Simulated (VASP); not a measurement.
# Al16SiN15 (a cell with a defect) (Si_N) in VASP: a series of runs

Runs on Al16SiN15 (a cell with a defect) (Si_N). Level: PBE. Tasks: single point.

Everything below comes from runs of VASP 6.6.1. Logs are shortened: lines on timing, memory, paths and dates and some standing lists are left out, and cuts for length are marked.

### 1 The cell of the first run

The cell holds a defect, 32 atoms: a = 6.260 Å, b = 6.260 Å, c = 10.035 Å, α = 90.00°, β = 90.00°, γ = 120.00°.

### 2 Single point, PBE, collinear spin

INCAR reads:

```
SYSTEM = Al16SiN15
  PREC = Accurate
  ENCUT = 520
  EDIFF = 1E-6
  ISMEAR = 0
  SIGMA = 0.01
  LREAL = Auto
  LASPH = .True.
  NELM = 150
  ALGO = Normal
  ISIF = 2
  LWAVE = .False.
  LCHARG = .False.
  ISPIN = 2
  MAGMOM = 0 0 0 0 0 0.01 0 0 0 0.01 0 0 0 0.03 0 0 0 0 0 0 0.08 0 0 0.01 0.08 0 0 0.01 0.04 0 0 0.2
  LORBIT = 11
  NUPDOWN = 1.0
  GGA = PE
  NBANDS = 90
```

KPOINTS reads:

```
Automatic mesh
0
Gamma
  1 1 1
  0.25 0.25 0.25
```

POSCAR reads:

```
Al16SiN15
1.0
    6.2595139307      0.0000000618      0.0000000000
   -3.1297570188      5.4208980485      0.0000000000
    0.0000000000      0.0000000000     10.0348065100
Al N Si
16 15 1
Direct
    0.3368422427      0.1643731295      0.2510611880
    0.1655467736      0.3353805483      0.5000728183
    0.3304946828      0.1705790313      0.7567006826
    0.1675019638      0.3331680244      1.0077643417
    0.3379901480      0.6705874582      0.2515249574
    0.1966035186      0.8588377883      0.5155012623
    0.3298541947      0.6604070160      0.7567677136
    0.1767229271      0.8373697679      0.9929320691
    0.8304866636      0.1631714720      0.2514200403
    0.6427681508      0.3048508143      0.5153958906
    0.8404125830      0.1709472475      0.7568335223
    0.6633451225      0.3241625692      0.9929849715
    0.8396165167      0.6616476049      0.2006217129
    0.6488180375      0.8519859050      0.5212936124
    0.8338941067      0.6672376531      0.7485077165
    0.6644089331      0.8361453309      0.9949479156
    0.3308010049      0.1708675553      0.4413101674
    0.1691327253      0.3320240477      0.1963986259
    0.3296769930      0.1710811601      0.9410190515
    0.1678283517      0.3326910787      0.6902029355
    0.3318347052      0.6745563459      0.4440680191
    0.1859018408      0.8386109499      0.1774369216
    0.3302917571      0.6601618524      0.9412422164
    0.1762527695      0.8371598160      0.7023732423
    0.8263449057      0.1687803988      0.4439340915
    0.6625601267      0.3154945434      0.1774687855
    0.8401860415      0.1701973809      0.9413570384
    0.6641064259      0.3248783156      0.7023539195
    0.6661009038      0.8349970579      0.1819548029
    0.8334448959      0.6673153100      0.9429037610
    0.6642270162      0.8366525963      0.7048107252
    0.8311351310      0.6705795908      0.4216327549
```

Potentials or basis: VASP PAW PBE potentials, release 64 (Al, N, Si).

The run is started by

```console
> cat potpaw_PBE.64/Al/POTCAR potpaw_PBE.64/N/POTCAR potpaw_PBE.64/Si/POTCAR > POTCAR
> mpirun -np 1 vasp_std > vasp.out
```

OUTCAR:

```text
SYSTEM = Al16SiN15
   PREC = Accurate
   ENCUT = 520
   EDIFF = 1E-6
   ISMEAR = 0
   LREAL = Auto
   LASPH = .True.
   NELM = 150
   ISIF = 2
   ISPIN = 2
   LORBIT = 11
   NUPDOWN = 1.0
   GGA = PE

 ion  position               nearest neighbor table
   1  0.337  0.164  0.251-  18 1.90  17 1.91  26 1.92  22 1.92   4 3.05   9 3.09   5 3.09   2 3.11
                             6 3.13  10 3.13  12 3.14   8 3.14   5 3.17   9 3.17  13 3.17  13 3.17
   2  0.166  0.335  0.500-  17 1.88  20 1.91  21 1.92  25 1.92   5 3.09   9 3.09   6 3.09  10 3.09
                             1 3.11   7 3.12  11 3.12   3 3.13  14 3.14  14 3.14  10 3.18   6 3.19
   3  0.330  0.171  0.757-  19 1.85  20 1.88  24 1.89  28 1.89   6 2.96  10 2.96  12 2.98   8 2.98
                             7 3.07  11 3.07   4 3.08  15 3.13  15 3.13   2 3.13  11 3.19   7 3.19
   4  0.168  0.333  0.008-  19 1.88  18 1.89  23 1.89  27 1.90   9 3.05   1 3.05   5 3.05   3 3.08
                            11 3.08   7 3.08   8 3.13  12 3.13  16 3.13  16 3.13  12 3.14   8 3.14
   5  0.338  0.671  0.252-  22 1.89  29 1.91  18 1.92  21 1.93   4 3.05   9 3.08   2 3.09   1 3.09
                            16 3.12  13 3.13   8 3.15   1 3.17   9 3.18  14 3.19   6 3.20  13 3.21
   6  0.197  0.859  0.516-  17 1.85  24 1.88  21 1.88  32 2.19  10 2.79  14 2.85   3 2.96   7 3.02
                            15 3.06   2 3.09   1 3.13   2 3.19   5 3.20
   7  0.330  0.660  0.757-  23 1.85  24 1.87  31 1.89  20 1.90  14 2.93   8 2.97  16 3.00   6 3.02
                            11 3.06   3 3.07   4 3.08   2 3.12  15 3.13  15 3.13   3 3.19  11 3.20
   8  0.177  0.837  0.993-  22 1.85  23 1.87  19 1.88  30 1.93  13 2.77   7 2.97   3 2.98  12 3.05
                            16 3.06  15 3.08   4 3.13   4 3.14   1 3.14   5 3.15  16 3.20  12 3.21
   9  0.830  0.163  0.251-  26 1.89  29 1.91  18 1.92  25 1.93   4 3.05   5 3.08   2 3.09   1 3.09
[... 17 lines left out ...]
  19  0.330  0.171  0.941-   3 1.85   4 1.88  12 1.88   8 1.88
  20  0.168  0.333  0.690-   3 1.88  11 1.90   7 1.90   2 1.91
  21  0.332  0.675  0.444-   6 1.88  14 1.89   2 1.92   5 1.93
  22  0.186  0.839  0.177-   8 1.85   5 1.89  13 1.89   1 1.92
[... 8 lines left out ...]
  31  0.664  0.837  0.705-  14 1.85  11 1.89   7 1.89  15 1.89
  32  0.831  0.671  0.422-   6 2.19  10 2.19  14 2.21  13 2.22

  LATTYP: Found a hexagonal cell.
 ALAT       =     6.2595139307
 C/A-ratio  =     1.6031287127

  Lattice vectors:

 A1 = (   6.2595139307,   0.0000000618,   0.0000000000)
 A2 = (  -3.1297570188,   5.4208980485,   0.0000000000)
 A3 = (   0.0000000000,   0.0000000000,  10.0348065100)

Analysis of symmetry for initial positions (statically):
=====================================================================
 Subroutine PRICEL returns:
 Original cell was already a primitive cell.

 Routine SETGRP: Setting up the symmetry group for a
 hexagonal supercell.

 Subroutine GETGRP returns: Found  1 space group operations
 (whereof  1 operations were pure point group operations)
 out of a pool of 24 trial point group operations.

The static configuration has the point symmetry C_1 .

Analysis of symmetry for dynamics (positions and initial velocities):
=====================================================================
 Subroutine PRICEL returns:
 Original cell was already a primitive cell.

 Routine SETGRP: Setting up the symmetry group for a
 hexagonal supercell.

 Subroutine GETGRP returns: Found  1 space group operations
 (whereof  1 operations were pure point group operations)
 out of a pool of 24 trial point group operations.

The dynamic configuration has the point symmetry C_1 .

Analysis of structural, dynamic, and magnetic symmetry:
=====================================================================
 Subroutine PRICEL returns:
 Original cell was already a primitive cell.

 Routine SETGRP: Setting up the symmetry group for a
 hexagonal supercell.

 Subroutine GETGRP returns: Found  1 space group operations
 (whereof  1 operations were pure point group operations)
 out of a pool of 24 trial point group operations.

The overall configuration has the point symmetry C_1 .

 Subroutine INISYM returns: Found  1 space group operations
 (whereof  1 operations are pure point group operations),
 and found     1 'primitive' translations

----------------------------------------------------------------------------------------

                                     Primitive cell

  volume of cell :     340.5029

  direct lattice vectors                    reciprocal lattice vectors
     6.259513931  0.000000062  0.000000000     0.159756813  0.092235641  0.000000000
    -3.129757019  5.420898048  0.000000000    -0.000000002  0.184471279  0.000000000
     0.000000000  0.000000000 10.034806510     0.000000000  0.000000000  0.099653142

[... 120 lines left out ...]
   LSORBIT =      F    spin-orbit coupling
   LASPH  =      T    aspherical Exc in radial PAW
   ENCUT  =  520.0 eV  38.22 Ry    6.18 a.u.  11.64 11.64 18.66*2*pi/ulx,y,z
   NELM   =    150;   NELMIN=  2; NELMDL= -5     # of ELM steps
   EDIFF  = 0.1E-05   stopping-criterion for ELM
   LREAL  =      T    real-space projection
   EDIFFG = 0.1E-04   stopping-criterion for IOM
   NSW    =      0    number of steps for IOM
   IBRION =     -1    ionic relax: 0-MD 1-quasi-New 2-CG
   NFREE  =      0    steps in history (QN), initial steepest desc. (CG)
   ISIF   =      2    stress and relaxation
   ISYM   =      2    0-nonsym 1-usesym 2-fastsym
   POTIM  = 0.5000    time-step for ionic-motion
   TEBEG  =    0.0;   TEEND  =   0.0 temperature during run
   PSTRESS=    0.0 pullay stress
   NELECT =     127.0000    total number of electrons
   NUPDOWN=       1.0000    fix difference up-down
   EMIN   =  10.00;   EMAX   =-10.00  energy-range for DOS
   EFERMI =   0.00;   METHOD = LEGACY
   ISMEAR =     0;   SIGMA  =   0.01  broadening in eV -4-tet -1-fermi 0-gaus
   EFERMI_NEDOS =   21; number of points for ismear=-14 and -15
   IALGO  =     38    algorithm
   IMIX   =      4    mixing-type and parameters
     AMIX     =   0.40;   BMIX     =  1.00
     AMIX_MAG =   1.60;   BMIX_MAG =  1.00
  volume/ion in A,a.u.               =      10.64        71.81
  Fermi-wavevector in a.u.,A,eV,Ry     =   1.178426  2.226903 18.894257  1.388689
  Thomas-Fermi vector in A             =   2.314755
   LORBIT       =     11    0 simple, 1 ext, 2 COOP (PROOUT), +10 PAW based schemes
   GGA     = PE    functional components
   LHFCALC =     F    Hartree Fock is set to
   AEXX    =    0.0000 exact exchange contribution
   IVDW    =     0    specifies the selected vdW correction
   LEPSILON=     F    determine dielectric tensor
   LRPA    =     F    only Hartree local field effects (RPA)
 spin polarized calculation
 Gauss-broadening in eV      SIGMA  =   0.01
  energy-cutoff  :      520.00
  volume of cell :      340.50
 maximum number of plane-waves:      9148
 NGX is ok and might be reduce to    48
   NGX = 23   NGY = 23   NGZ = 37

 number of electron     126.9999993 magnetization       0.9999779

 Free energy of the ion-electron system (eV)
  ---------------------------------------------------
  ext. energy  EPLUGINS =         0.00000000
  ---------------------------------------------------
  free energy    TOTEN  =      -229.23911310 eV

  energy without entropy =     -229.23911310  energy(sigma->0) =     -229.23911310

 E-fermi :   7.8885     XC(G=0): -10.9319

 val. band max:        7.8360509761   @ k =   0.5000   0.2500   0.2500
 cond. band min:       8.1574381115   @ k =   0.2500   0.5000   0.2500
 fundamental gap:      0.3213871355
 Fermi energy:         7.8556464268

 spin component 1

 k-point     1 :       0.2500    0.2500    0.2500
  band No.  band energies     occupation
      1      -8.4944      1.00000
      2      -8.0075      1.00000
      3      -7.8852      1.00000
      4      -7.7848      1.00000
      5      -7.4346      1.00000
      6      -7.4240      1.00000
[... 457 lines left out ...]
     74      12.8597      0.00000
     75      13.2032      0.00000
 Fermi energy:         7.8885238829

 spin component 2

 k-point     1 :       0.2500    0.2500    0.2500
  band No.  band energies     occupation
      1      -8.4806      1.00000
      2      -7.9823      1.00000
      3      -7.8686      1.00000
      4      -7.7744      1.00000
      5      -7.4047      1.00000
      6      -7.3962      1.00000
[... 457 lines left out ...]
     74      12.9067      0.00000
     75      13.2652      0.00000
 [bands above 75 left out]

------------------------ aborting loop because EDIFF is reached ----------------------------------------

  FORCE on cell =-STRESS in cart. coord.  units (eV):
  Direction    XX          YY          ZZ          XY          YZ          ZX
  --------------------------------------------------------------------------------------
  -------------------------------------------------------------------------------------
  Total       16.9984799     16.3362541     31.0740424     -0.5896507      0.4376216     -0.7551078
  in kB       79.9833913     76.8674026    146.2135025     -2.7744989      2.0591522     -3.5530282
  external PRESSURE =     101.0214322 kB  Pullay stress =       0.0000000 kB

 VOLUME and BASIS-vectors are now :
 -----------------------------------------------------------------------------
  energy-cutoff  :      520.00
  volume of cell :      340.50
      direct lattice vectors                 reciprocal lattice vectors
     6.259513931  0.000000062  0.000000000     0.159756813  0.092235641  0.000000000
    -3.129757019  5.420898048  0.000000000    -0.000000002  0.184471279  0.000000000
     0.000000000  0.000000000 10.034806510     0.000000000  0.000000000  0.099653142

 POSITION                                       TOTAL-FORCE (eV/Angst)
 -----------------------------------------------------------------------------------
      1.59402      0.89105      2.51935         0.116634     -0.070767     -0.227726
     -0.01342      1.81806      5.01813        -0.436948      0.245100      0.011635
      1.53487      0.92469      7.59334         0.107250     -0.053453      0.059263
      0.00575      1.80607      0.07791        -0.109104      0.054064      0.002288
      0.01688      3.63519      2.52400         0.155527     -0.052061      0.125920
     -1.45731      4.65567      5.17296         0.210426     -0.359322      0.182741
[... 24 lines left out ...]
      1.53922      4.53541      7.07264        -0.208891      0.115198      0.144769
      3.10375      3.63514      4.23100        -0.160169      0.082625      0.005101
 -----------------------------------------------------------------------------------
    total drift:                                0.007720     -0.001182      0.015345

  FREE ENERGIE OF THE ION-ELECTRON SYSTEM (eV)
  ---------------------------------------------------
  free  energy   TOTEN  =      -229.2391131044 eV

  energy  without entropy=     -229.2391131044  energy(sigma->0) =     -229.23911310

 total charge

# of ion       s       p       d       tot
------------------------------------------
    1        0.368   0.417   0.000   0.785
    2        0.369   0.418   0.000   0.787
    3        0.380   0.454   0.000   0.834
    4        0.374   0.437   0.000   0.811
    5        0.368   0.417   0.000   0.785
    6        0.411   0.482   0.000   0.893
[... 24 lines left out ...]
   31        1.236   2.638   0.000   3.874
   32        0.846   1.171   0.000   2.017
--------------------------------------------------
tot         25.477  47.613   0.000  73.090

 magnetization (x)

# of ion       s       p       d       tot
------------------------------------------
    1       -0.000  -0.000   0.000  -0.000
    2        0.000  -0.001   0.000  -0.001
    3        0.000   0.000   0.000   0.000
    4       -0.000   0.000   0.000  -0.000
    5       -0.000  -0.000   0.000  -0.001
    6        0.006   0.023   0.000   0.029
[... 24 lines left out ...]
   31       -0.000   0.002   0.000   0.002
   32        0.007   0.209   0.000   0.216
--------------------------------------------------
tot          0.040   0.476   0.000   0.516
```

Wall time 15 min (1 thread of AMD EPYC 7R43 (Zen 3), shared host); peak memory 0.65 GiB.

What came out:

```yaml
Free_energy: -229.2391 eV
Pressure: 10.1 GPa
Largest_force: 0.501 eV/Å
Net_moment: 1.00 μB per cell
Site_moments: Al -0.00, +0.00, +0.03; N +0.03, -0.00, +0.00, +0.06, +0.01; Si +0.22 μB
Valence_electrons_inside_the_program's_atomic_spheres: Al 0.79, 0.83, 0.81, 0.89, 0.85, 0.78, 0.82; N 3.87, 3.84, 3.88, 3.85, 3.83, 3.86, 3.82; Si 2.02
```

Forces on the atoms (eV/Å):
```
Al   0.117 -0.071 -0.228
Al  -0.437  0.245  0.012
Al   0.107 -0.053  0.059
Al  -0.109  0.054  0.002
Al   0.156 -0.052  0.126
Al   0.210 -0.359  0.183
Al   0.153 -0.055 -0.026
Al  -0.129  0.089 -0.018
Al   0.122 -0.109  0.128
Al   0.421  0.001  0.187
Al   0.118 -0.108 -0.017
Al  -0.136  0.064 -0.021
Al   0.070 -0.037  0.021
Al   0.010 -0.007 -0.369
Al   0.120 -0.074 -0.007
Al  -0.133  0.077  0.041
N    0.151 -0.099  0.010
N   -0.142  0.077 -0.013
N    0.142 -0.082 -0.037
N   -0.122  0.092 -0.012
N    0.113 -0.087 -0.030
N   -0.233  0.121  0.122
N    0.184 -0.075  0.006
N   -0.222  0.143 -0.053
N    0.128 -0.032 -0.021
N   -0.217  0.129  0.124
N    0.176 -0.105 -0.004
N   -0.256  0.119 -0.060
N   -0.228  0.127 -0.256
N    0.235 -0.129  0.001
N   -0.209  0.115  0.145
Si  -0.160  0.083  0.005
```

Stress tensor (GPa, compression positive):
```
 8.00 -0.28 -0.36
-0.28  7.69  0.21
-0.36  0.21 14.62
```

Caveat: the k points lie up to 1.16 Å⁻¹ apart; the total moment is fixed, so each spin has its own Fermi level.

### 3 Single point, PBE, collinear spin

INCAR reads:

```
SYSTEM = Al16SiN15
ALGO     = Normal         ! electronic algorithm
EDIFF    = 1E-6           ! SCF threshold, eV
ENCUT    = 520            ! plane-wave cutoff, eV
GGA      = PE             ! functional
ISIF     = 2              ! what is computed and relaxed
ISMEAR   = 0              ! smearing method
ISPIN    = 2              ! spin polarisation
LASPH    = .True.         ! aspherical terms in the spheres
LCHARG   = .False.        ! write CHGCAR
LORBIT   = 11             ! projections on sites
LREAL    = Auto         
LWAVE    = .False.        ! write WAVECAR
MAGMOM   = 0 0 0 0 0 0.01 0 0 0 0.01 0 0 0 0.03 0 0 0 0 0 0 0.08 0 0 0.01 0.08 0 0 0.01 0.04 0 0 0.2 ! initial moments
NBANDS   = 90             ! bands
NELM     = 150            ! most SCF steps
NUPDOWN  = 1.0            ! fixed moment
PREC     = Accurate       ! precision mode
SIGMA    = 0.01           ! smearing width, eV
```

KPOINTS is that of step 2.

POSCAR, as its differences from that of step 2:

```diff
@@ -2,5 +2,5 @@
 1.0
-    6.2595139307      0.0000000618      0.0000000000
-   -3.1297570188      5.4208980485      0.0000000000
-    0.0000000000      0.0000000000     10.0348065100
+    6.2595139326      0.0000000578      0.0000000000
+   -3.1297570163      5.4208980521      0.0000000000
+    0.0000000000      0.0000000000     10.0348065068
 Al N Si
```

Potentials or basis: VASP PAW PBE potentials, release 64 (Al, N, Si).

The run is started by

```console
> cat potpaw_PBE.64/Al/POTCAR potpaw_PBE.64/N/POTCAR potpaw_PBE.64/Si/POTCAR > POTCAR
> mpirun -np 1 vasp_std > vasp.out
```

Run time: 25 min. Hardware: 1 thread of AMD EPYC 7R43 (Zen 3), shared host; peak memory 0.66 GiB.

The run converged. Its results:

```yaml
Free_energy: -229.2391 eV
Pressure: 10.1 GPa
Largest_force: 0.501 eV/Å
Net_moment: 1.00 μB per cell
Site_moments: Al -0.00, +0.00, +0.03; N +0.03, -0.00, +0.00, +0.06, +0.01; Si +0.22 μB
Valence_electrons_inside_the_program's_atomic_spheres: Al 0.79, 0.83, 0.81, 0.89, 0.85, 0.78, 0.82; N 3.87, 3.84, 3.88, 3.85, 3.83, 3.86, 3.82; Si 2.02
```

Forces on the atoms (eV/Å):
```
Al   0.117 -0.071 -0.228
Al  -0.437  0.245  0.012
Al   0.107 -0.053  0.059
Al  -0.109  0.054  0.002
Al   0.156 -0.052  0.126
Al   0.210 -0.359  0.183
Al   0.153 -0.055 -0.026
Al  -0.129  0.089 -0.018
Al   0.122 -0.109  0.128
Al   0.421  0.001  0.187
Al   0.118 -0.108 -0.017
Al  -0.136  0.064 -0.021
Al   0.070 -0.037  0.021
Al   0.010 -0.007 -0.369
Al   0.120 -0.074 -0.007
Al  -0.133  0.077  0.041
N    0.151 -0.099  0.010
N   -0.142  0.077 -0.013
N    0.142 -0.082 -0.037
N   -0.122  0.092 -0.012
N    0.113 -0.087 -0.030
N   -0.233  0.121  0.122
N    0.184 -0.075  0.006
N   -0.222  0.143 -0.053
N    0.128 -0.032 -0.021
N   -0.217  0.129  0.124
N    0.176 -0.105 -0.004
N   -0.256  0.119 -0.060
N   -0.228  0.127 -0.256
N    0.235 -0.129  0.001
N   -0.209  0.115  0.145
Si  -0.160  0.083  0.005
```

Stress tensor (GPa, compression positive):
```
 8.00 -0.28 -0.36
-0.28  7.69  0.21
-0.36  0.21 14.62
```

Caveat: the k points lie up to 1.16 Å⁻¹ apart; the total moment is fixed, so each spin has its own Fermi level.
